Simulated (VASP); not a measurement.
Set up this calculation in VASP 6.6.1, as the native input.

```yaml
Task: single point
Functional: PBEsol
Potentials_or_basis: VASP PAW PBE potentials, release 64 (Sn_d)
Cutoff: 500 eV
k_mesh: 8 × 8 × 8
Occupations: fermi-dirac, width 0.05 eV
Spin: no spin polarisation
Dipole_correction: no
Further_INCAR_settings: ALGO = Normal; EDIFF = 1e-06; NBANDS = 13
```

The structure of Sn lies in POSCAR:

```
Sn
1.0
   -2.0291894110      2.0291894110      1.6607599896
    2.0291894110     -2.0291894110      1.6607599896
    2.0291894110      2.0291894110     -1.6607599896
Sn
1
Direct
    0.0000000000      0.0000000000      0.0000000000
```

One way to write it, as run:

INCAR

```
PREC = Accurate
ENCUT = 500
EDIFF = 1E-6
ISMEAR = -1
SIGMA = 0.05
LREAL = F
LASPH = T
NELM = 120
ALGO = Normal
ISIF = 2
LWAVE = F
LCHARG = F
GGA = PS
NBANDS = 13
GGA_COMPAT = F
```

KPOINTS

```
regular mesh
0
Gamma
  8 8 8
```

Potentials or basis: VASP PAW PBE potentials, release 64 (Sn_d).

The run is started by

```sh
$ cat potpaw_PBE.64/Sn_d/POTCAR > POTCAR
$ mpirun -np 1 vasp_std > vasp.out
```

It gave:

```
Pressure               : -2.0 GPa
Band gap on the k mesh : zero (bands 7 and 8 overlap by 8.32 eV)
```

Caveat: the PAW data sets were made with another functional, which shifts forces and pressure a little; spin-orbit coupling is left out, which moves the levels of the heavy elements.

Wall time 30 s on 1 thread of Intel Xeon 8259CL (shared host), peak memory 0.14 GiB.
